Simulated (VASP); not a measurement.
# Zr2Mo (P6/mmm) in VASP: further runs

Zr2Mo is run at these levels: PBE; tasks: single point.

Program: VASP 6.6.1. These are calculated values, not measurements. Logs are shortened: lines on timing, memory, paths and dates and some standing lists are left out, and cuts for length are marked.

### Step 1. The cell of the first run

Symmetry: P6/mmm, No. 191, hexagonal system. The conventional cell has a = 4.910 Å, b = 4.910 Å, c = 2.830 Å, α = 90.00°, β = 90.00°, γ = 120.00°. Zr (site symmetry -6m2) has 5 Zr at 2.83 Å and 6 Mo at 3.17 Å within 3.7 Å. Within 3.7 Å of Mo (site symmetry 6/mmm) lie 2 Mo at 2.83 Å and 12 Zr at 3.17 Å.

### Step 2. Single point, PBE

INCAR reads:

```
ALGO = Fast ; EDIFF = 1E-6
ENCUT = 520 ; GGA = PE
ISIF = 2 ; ISMEAR = 0
LASPH = True ; LCHARG = False
LREAL = False ; LWAVE = False
NBANDS = 47 ; NELM = 100
PREC = Accurate ; SIGMA = 0.1
```

KPOINTS reads:

```
k-points
0
Gamma
  6 6 4
```

POSCAR reads:

```
Zr2Mo
1.0
    4.9100568234      0.0000000000      0.0000000000
   -2.4550284117      4.2522339431      0.0000000000
    0.0000000000      0.0000000000      5.6590429389
Zr Mo
4 2
Direct
    0.3333333333      0.6666666667      0.2500000000
    0.3333333333      0.6666666667      0.7500000000
    0.6666666667      0.3333333333      0.2500000000
    0.6666666667      0.3333333333      0.7500000000
    0.0000000000      0.0000000000      0.0000000000
    0.0000000000      0.0000000000      0.5000000000
```

Potentials or basis: VASP PAW PBE potentials, release 64 (Zr_sv, Mo_sv).

The run is started by

```sh
cat potpaw_PBE.64/Zr_sv/POTCAR potpaw_PBE.64/Mo_sv/POTCAR > POTCAR
mpirun -np 1 vasp_std > vasp.out
```

OUTCAR:

```text
EDIFF = 1E-6
   ENCUT = 520
   GGA = PE
   ISIF = 2
   ISMEAR = 0
   LASPH = True
   LREAL = False
   NELM = 100
   PREC = Accurate

 ion  position               nearest neighbor table
   1  0.333  0.667  0.250-   2 2.83   2 2.83   3 2.83   3 2.83   3 2.83   5 3.17   6 3.17   6 3.17
                             5 3.17   6 3.17   5 3.17
   2  0.333  0.667  0.750-   1 2.83   1 2.83   4 2.83   4 2.83   4 2.83   5 3.17   6 3.17   6 3.17
                             5 3.17   6 3.17   5 3.17
   3  0.667  0.333  0.250-   4 2.83   4 2.83   1 2.83   1 2.83   1 2.83   5 3.17   6 3.17   5 3.17
                             6 3.17   5 3.17   6 3.17
   4  0.667  0.333  0.750-   3 2.83   3 2.83   2 2.83   2 2.83   2 2.83   5 3.17   6 3.17   5 3.17
                             6 3.17   5 3.17   6 3.17
   5  0.000  0.000  0.000-   6 2.83   6 2.83   3 3.17   4 3.17   1 3.17   2 3.17   3 3.17   4 3.17
                             1 3.17   2 3.17   3 3.17   4 3.17   1 3.17   2 3.17
   6  0.000  0.000  0.500-   5 2.83   5 2.83   3 3.17   4 3.17   1 3.17   2 3.17   3 3.17   4 3.17
                             1 3.17   2 3.17   3 3.17   4 3.17   1 3.17   2 3.17

  LATTYP: Found a hexagonal cell.
 ALAT       =     4.9100568234
 C/A-ratio  =     1.1525412317

  Lattice vectors:

 A1 = (   4.9100568234,   0.0000000000,   0.0000000000)
 A2 = (  -2.4550284117,   4.2522339431,   0.0000000000)
 A3 = (   0.0000000000,   0.0000000000,   5.6590429389)

Analysis of symmetry for initial positions (statically):
=====================================================================
 Subroutine PRICEL returns following result:

  LATTYP: Found a hexagonal cell.
 ALAT       =     4.9100568234
 C/A-ratio  =     0.5762706158

  Lattice vectors:

 A1 = (   4.9100568234,   0.0000000000,   0.0000000000)
 A2 = (  -2.4550284117,   4.2522339431,   0.0000000000)
 A3 = (   0.0000000000,   0.0000000000,   2.8295214694)

   2 primitive cells build up your supercell.

 Routine SETGRP: Setting up the symmetry group for a
 hexagonal supercell.

 Subroutine GETGRP returns: Found 24 space group operations
 (whereof 24 operations were pure point group operations)
 out of a pool of 24 trial point group operations.

The static configuration has the point symmetry D_6h.

Analysis of symmetry for dynamics (positions and initial velocities):
=====================================================================
 Subroutine PRICEL returns following result:

  LATTYP: Found a hexagonal cell.
 ALAT       =     4.9100568234
 C/A-ratio  =     0.5762706158

  Lattice vectors:

 A1 = (   4.9100568234,   0.0000000000,   0.0000000000)
 A2 = (  -2.4550284117,   4.2522339431,   0.0000000000)
 A3 = (   0.0000000000,   0.0000000000,   2.8295214694)

   2 primitive cells build up your supercell.

 Routine SETGRP: Setting up the symmetry group for a
 hexagonal supercell.

 Subroutine GETGRP returns: Found 24 space group operations
 (whereof 24 operations were pure point group operations)
 out of a pool of 24 trial point group operations.

The dynamic configuration has the point symmetry D_6h.

 Subroutine INISYM returns: Found 24 space group operations
 (whereof 24 operations are pure point group operations),
 and found     2 'primitive' translations

----------------------------------------------------------------------------------------

                                     Primitive cell

  volume of cell :      59.0768

  direct lattice vectors                    reciprocal lattice vectors
     4.910056823  0.000000000  0.000000000     0.203663631  0.117585252  0.000000000
    -2.455028412  4.252233943  0.000000000     0.000000000  0.235170504  0.000000000
     0.000000000  0.000000000  2.829521469     0.000000000  0.000000000  0.353416650

  length of vectors
     4.910056823  4.910056823  2.829521469     0.235170504  0.235170504  0.353416650

  position of ions in fractional coordinates (direct lattice)
     0.333333333  0.666666667  0.500000000
     0.666666667  0.333333333  0.500000000
     0.000000000  0.000000000  0.000000000

  ion indices of the primitive-cell ions
   primitive index   ion index
                 1           1
                 2           3
                 3           5

----------------------------------------------------------------------------------------

 KPOINTS: k-points

Automatic generation of k-mesh.
 Grid dimensions read from file:
 generate k-points for:    6    6    4

 Generating k-lattice:

  Cartesian coordinates                     Fractional coordinates (reciprocal lattice)
     0.033943938  0.019597542  0.000000000     0.166666667 -0.000000000  0.000000000
     0.000000000  0.039195084  0.000000000     0.000000000  0.166666667  0.000000000
     0.000000000  0.000000000  0.044177081     0.000000000  0.000000000  0.250000000

  Length of vectors
     0.039195084  0.039195084  0.044177081

  Shift w.r.t. Gamma in fractional coordinates (k-lattice)
     0.000000000  0.000000000  0.000000000

 Subroutine IBZKPT returns following result:
 ===========================================

 Found     21 irreducible k-points:

 Following reciprocal coordinates:
            Coordinates               Weight
  0.000000  0.000000  0.000000      1.000000
  0.166667  0.000000  0.000000      6.000000
  0.333333  0.000000  0.000000      6.000000
  0.500000  0.000000  0.000000      3.000000
  0.166667  0.166667  0.000000      6.000000
  0.333333  0.166667  0.000000     12.000000
[... 13 lines left out ...]
  0.333333  0.166667  0.500000     12.000000
  0.333333  0.333333  0.500000      2.000000
   k-points           NKPTS =     21   k-points in BZ     NKDIM =     21   number of bands    NBANDS=     47
   number of dos      NEDOS =    301   number of ions     NIONS =      6
   total plane-waves  NPLWV =  67200
   dimension x,y,z NGX =    40 NGY =   40 NGZ =   42
   dimension x,y,z NGXF=    80 NGYF=   80 NGZF=   84
   ions per type =               4   2
   NGX,Y,Z   is equivalent  to a cutoff of  13.54, 13.54, 12.34 a.u.
   NGXF,Y,Z  is equivalent  to a cutoff of  27.09, 27.09, 24.68 a.u.
 SYSTEM =  unknown system
   PREC   = accura    normal or accurate (medium, high low for compatibility)
   ISTART =      0    job   : 0-new  1-cont  2-samecut
   ICHARG =      2    charge: 1-file 2-atom 10-const
   ISPIN  =      1    spin polarized calculation?
   LNONCOLLINEAR =      F non collinear calculations
   LSORBIT =      F    spin-orbit coupling
   LASPH  =      T    aspherical Exc in radial PAW
   ENCUT  =  520.0 eV  38.22 Ry    6.18 a.u.   9.13  9.13 10.52*2*pi/ulx,y,z
   NELM   =    100;   NELMIN=  2; NELMDL= -5     # of ELM steps
   EDIFF  = 0.1E-05   stopping-criterion for ELM
   LREAL  =      F    real-space projection
   EDIFFG = 0.1E-04   stopping-criterion for IOM
   NSW    =      0    number of steps for IOM
   IBRION =     -1    ionic relax: 0-MD 1-quasi-New 2-CG
   NFREE  =      0    steps in history (QN), initial steepest desc. (CG)
   ISIF   =      2    stress and relaxation
   ISYM   =      2    0-nonsym 1-usesym 2-fastsym
   POTIM  = 0.5000    time-step for ionic-motion
   TEBEG  =    0.0;   TEEND  =   0.0 temperature during run
   PSTRESS=    0.0 pullay stress
   NELECT =      76.0000    total number of electrons
   NUPDOWN=      -1.0000    fix difference up-down
   EMIN   =  10.00;   EMAX   =-10.00  energy-range for DOS
   EFERMI =   0.00;   METHOD = LEGACY
   ISMEAR =     0;   SIGMA  =   0.10  broadening in eV -4-tet -1-fermi 0-gaus
   EFERMI_NEDOS =   21; number of points for ismear=-14 and -15
   IALGO  =     68    algorithm
   IMIX   =      4    mixing-type and parameters
     AMIX     =   0.40;   BMIX     =  1.00
     AMIX_MAG =   1.60;   BMIX_MAG =  1.00
  volume/ion in A,a.u.               =      19.69       132.89
  Fermi-wavevector in a.u.,A,eV,Ry     =   1.413179  2.670521 27.171849  1.997075
  Thomas-Fermi vector in A             =   2.534851
   LORBIT       =      0    0 simple, 1 ext, 2 COOP (PROOUT), +10 PAW based schemes
   GGA     = PE    functional components
   LHFCALC =     F    Hartree Fock is set to
   AEXX    =    0.0000 exact exchange contribution
   IVDW    =     0    specifies the selected vdW correction
   LEPSILON=     F    determine dielectric tensor
   LRPA    =     F    only Hartree local field effects (RPA)
 non-spin polarized calculation
 RMM-DIIS sequential band-by-band and
 Gauss-broadening in eV      SIGMA  =   0.10
  energy-cutoff  :      520.00
  volume of cell :      118.15
 maximum number of plane-waves:      3210
 NGX is ok and might be reduce to    40

 number of electron      76.0000003 magnetization

 Free energy of the ion-electron system (eV)
  ---------------------------------------------------
  ext. energy  EPLUGINS =         0.00000000
  ---------------------------------------------------
  free energy    TOTEN  =       -54.37614113 eV

  energy without entropy =      -54.33987622  energy(sigma->0) =      -54.35800868

 E-fermi :  10.0646     XC(G=0): -11.9477

 val. band max:       10.0594321848   @ k =   0.1667   0.0000   0.0000
 cond. band min:      10.0748171585   @ k =   0.3333   0.0000   0.5000
 fundamental gap:      0.0153849737
 Fermi energy:        10.0645922647

 k-point     1 :       0.0000    0.0000    0.0000
  band No.  band energies     occupation
      1     -50.4631      2.00000
      2     -50.3899      2.00000
      3     -38.3994      2.00000
      4     -38.2071      2.00000
      5     -38.1168      2.00000
      6     -37.9344      2.00000
[... 39 lines left out ...]
     46      12.2170      0.00000
     47      12.8811      0.00000

 k-point     2 :       0.1667    0.0000    0.0000
  band No.  band energies     occupation
      1     -50.4630      2.00000
      2     -50.3899      2.00000
      3     -38.3834      2.00000
      4     -38.1913      2.00000
      5     -38.1340      2.00000
      6     -37.9509      2.00000
[... 942 lines left out ...]
 k-point    21 :       0.3333    0.3333    0.5000
  band No.  band energies     occupation
      1     -50.4266      2.00000
      2     -50.4266      2.00000
      3     -38.1676      2.00000
      4     -38.1676      2.00000
      5     -38.1676      2.00000
      6     -38.1676      2.00000
[... 39 lines left out ...]
     46      11.5023      0.00000
     47      13.8460      0.00000

------------------------ aborting loop because EDIFF is reached ----------------------------------------

  FORCE on cell =-STRESS in cart. coord.  units (eV):
  Direction    XX          YY          ZZ          XY          YZ          ZX
  --------------------------------------------------------------------------------------
  -------------------------------------------------------------------------------------
  Total       -0.1133445     -0.1133445      0.4341886      0.0000000      0.0000000     -0.0000000
  in kB       -1.5369671     -1.5369671      5.8876547      0.0000000      0.0000000     -0.0000000
  external PRESSURE =       0.9379069 kB  Pullay stress =       0.0000000 kB

 VOLUME and BASIS-vectors are now :
 -----------------------------------------------------------------------------
  energy-cutoff  :      520.00
  volume of cell :      118.15
      direct lattice vectors                 reciprocal lattice vectors
     4.910056823  0.000000000  0.000000000     0.203663631  0.117585252  0.000000000
    -2.455028412  4.252233943  0.000000000     0.000000000  0.235170504  0.000000000
     0.000000000  0.000000000  5.659042939     0.000000000  0.000000000  0.176708325

 POSITION                                       TOTAL-FORCE (eV/Angst)
 -----------------------------------------------------------------------------------
     -0.00000      2.83482      1.41476         0.000000     -0.000000      0.000000
     -0.00000      2.83482      4.24428        -0.000000     -0.000000     -0.000000
      2.45503      1.41741      1.41476        -0.000000      0.000000      0.000000
      2.45503      1.41741      4.24428         0.000000      0.000000     -0.000000
      0.00000      0.00000      0.00000        -0.000000     -0.000000     -0.000000
      0.00000      0.00000      2.82952        -0.000000     -0.000000      0.000000
 -----------------------------------------------------------------------------------
    total drift:                                0.000000     -0.000000      0.000000

  FREE ENERGIE OF THE ION-ELECTRON SYSTEM (eV)
  ---------------------------------------------------
  free  energy   TOTEN  =       -54.3761411312 eV

  energy  without entropy=      -54.3398762239  energy(sigma->0) =      -54.35800868
```

It took 2.1 min on 1 thread of Intel Xeon 6975P-C (Granite Rapids), shared host; peak memory 0.3 GiB.

What came out:

- Free energy: -54.3761 eV
- Pressure: 0.1 GPa
- Band gap on the k mesh: zero (bands 38 and 39 overlap by 1.80 eV)

### Step 3. Single point, PBE

This run uses another cell than the first one: it holds 3 atoms, not 6.

INCAR reads:

```
SYSTEM = Zr2Mo
ALGO = Fast
EDIFF = 1E-6
ENCUT = 520
GGA = PE
ISIF = 2
ISMEAR = 0
LASPH = .TRUE.
LCHARG = .FALSE.
LREAL = .FALSE.
LWAVE = .FALSE.
NBANDS = 26
NELM = 100
PREC = Accurate
SIGMA = 0.1
```

KPOINTS reads:

```
k-points
0
G
  12 12 16
  0 0 0
```

POSCAR reads:

```
Zr2Mo
1.0
    4.9100568234      0.0000000000      0.0000000000
   -2.4550284117      4.2522339431      0.0000000000
    0.0000000000      0.0000000000      2.8295214695
Zr Mo
2 1
Direct
    0.3333333333      0.6666666667      0.5000000000
    0.6666666667      0.3333333333      0.5000000000
    0.0000000000      0.0000000000      0.0000000000
```

Potentials or basis: VASP PAW PBE potentials, release 64 (Zr_sv, Mo_sv).

The run is started by

```sh
cat potpaw_PBE.64/Zr_sv/POTCAR potpaw_PBE.64/Mo_sv/POTCAR > POTCAR
mpirun -np 1 vasp_std > vasp.out
```

OUTCAR:

```text
SYSTEM = Zr2Mo
   EDIFF = 1E-6
   ENCUT = 520
   GGA = PE
   ISIF = 2
   ISMEAR = 0
   LASPH = .TRUE.
   LREAL = .FALSE.
   NELM = 100
   PREC = Accurate

 ion  position               nearest neighbor table
   1  0.333  0.667  0.500-   2 2.83   2 2.83   2 2.83   3 3.17   3 3.17   3 3.17   3 3.17   3 3.17
                             3 3.17
   2  0.667  0.333  0.500-   1 2.83   1 2.83   1 2.83   3 3.17   3 3.17   3 3.17   3 3.17   3 3.17
                             3 3.17
   3  0.000  0.000  0.000-   1 3.17   2 3.17   1 3.17   2 3.17   2 3.17   2 3.17   1 3.17   1 3.17
                             2 3.17   2 3.17   1 3.17   1 3.17

  LATTYP: Found a hexagonal cell.
 ALAT       =     4.9100568234
 C/A-ratio  =     0.5762706159

  Lattice vectors:

 A1 = (   4.9100568234,   0.0000000000,   0.0000000000)
 A2 = (  -2.4550284117,   4.2522339431,   0.0000000000)
 A3 = (   0.0000000000,   0.0000000000,   2.8295214695)

Analysis of symmetry for initial positions (statically):
=====================================================================
 Subroutine PRICEL returns:
 Original cell was already a primitive cell.

 Routine SETGRP: Setting up the symmetry group for a
 hexagonal supercell.

 Subroutine GETGRP returns: Found 24 space group operations
 (whereof 24 operations were pure point group operations)
 out of a pool of 24 trial point group operations.

The static configuration has the point symmetry D_6h.

Analysis of symmetry for dynamics (positions and initial velocities):
=====================================================================
 Subroutine PRICEL returns:
 Original cell was already a primitive cell.

 Routine SETGRP: Setting up the symmetry group for a
 hexagonal supercell.

 Subroutine GETGRP returns: Found 24 space group operations
[... 120 lines left out ...]
   ISMEAR =     0;   SIGMA  =   0.10  broadening in eV -4-tet -1-fermi 0-gaus
   EFERMI_NEDOS =   21; number of points for ismear=-14 and -15
   IALGO  =     68    algorithm
   IMIX   =      4    mixing-type and parameters
     AMIX     =   0.40;   BMIX     =  1.00
     AMIX_MAG =   1.60;   BMIX_MAG =  1.00
  volume/ion in A,a.u.               =      19.69       132.89
  Fermi-wavevector in a.u.,A,eV,Ry     =   1.413179  2.670521 27.171849  1.997075
  Thomas-Fermi vector in A             =   2.534851
   LORBIT       =      0    0 simple, 1 ext, 2 COOP (PROOUT), +10 PAW based schemes
   GGA     = PE    functional components
   LHFCALC =     F    Hartree Fock is set to
   AEXX    =    0.0000 exact exchange contribution
   IVDW    =     0    specifies the selected vdW correction
   LEPSILON=     F    determine dielectric tensor
   LRPA    =     F    only Hartree local field effects (RPA)
 non-spin polarized calculation
 RMM-DIIS sequential band-by-band and
 Gauss-broadening in eV      SIGMA  =   0.10
  energy-cutoff  :      520.00
  volume of cell :       59.08
 maximum number of plane-waves:      1628
 NGX is ok and might be reduce to    40

 number of electron      38.0000003 magnetization

 Free energy of the ion-electron system (eV)
  ---------------------------------------------------
  ext. energy  EPLUGINS =         0.00000000
  ---------------------------------------------------
  free energy    TOTEN  =       -27.19515258 eV

  energy without entropy =      -27.17863083  energy(sigma->0) =      -27.18689170

 E-fermi :  10.0809     XC(G=0): -11.9477

 val. band max:       10.0771350941   @ k =   0.3333   0.2500   0.4375
 cond. band min:      10.0812840498   @ k =   0.2500   0.0833   0.4375
 fundamental gap:      0.0041489557
 Fermi energy:        10.0808659399

 k-point     1 :       0.0000    0.0000    0.0000
  band No.  band energies     occupation
      1     -50.4625      2.00000
      2     -38.4003      2.00000
      3     -38.1176      2.00000
      4     -24.5116      2.00000
      5     -24.5116      2.00000
      6     -24.1838      2.00000
[... 685 lines left out ...]
     25      13.8951      0.00000
     26      14.2768      0.00000

 [... further k-points ...]

------------------------ aborting loop because EDIFF is reached ----------------------------------------

  FORCE on cell =-STRESS in cart. coord.  units (eV):
  Direction    XX          YY          ZZ          XY          YZ          ZX
  --------------------------------------------------------------------------------------
  -------------------------------------------------------------------------------------
  Total        0.0399123      0.0399123      0.0562538      0.0000000      0.0000000     -0.0000000
  in kB        1.0824312      1.0824312      1.5256183      0.0000000      0.0000000     -0.0000000
  external PRESSURE =       1.2301602 kB  Pullay stress =       0.0000000 kB

 VOLUME and BASIS-vectors are now :
 -----------------------------------------------------------------------------
  energy-cutoff  :      520.00
  volume of cell :       59.08
      direct lattice vectors                 reciprocal lattice vectors
     4.910056823  0.000000000  0.000000000     0.203663631  0.117585252  0.000000000
    -2.455028412  4.252233943  0.000000000     0.000000000  0.235170504  0.000000000
     0.000000000  0.000000000  2.829521469     0.000000000  0.000000000  0.353416650

 POSITION                                       TOTAL-FORCE (eV/Angst)
 -----------------------------------------------------------------------------------
     -0.00000      2.83482      1.41476         0.000000     -0.000000      0.000000
      2.45503      1.41741      1.41476        -0.000000      0.000000      0.000000
      0.00000      0.00000      0.00000        -0.000000      0.000000      0.000000
 -----------------------------------------------------------------------------------
    total drift:                                0.000000     -0.000000      0.000000

  FREE ENERGIE OF THE ION-ELECTRON SYSTEM (eV)
  ---------------------------------------------------
  free  energy   TOTEN  =       -27.1951525833 eV

  energy  without entropy=      -27.1786308262  energy(sigma->0) =      -27.18689170
```

Run time: 4 min. Hardware: 1 thread of Intel Xeon 6975P-C (Granite Rapids), shared host; peak memory 0.36 GiB.

Results:

```
Free energy            : -27.1952 eV
Pressure               : 0.1 GPa
Band gap on the k mesh : zero (bands 19 and 20 overlap by 2.14 eV)
```
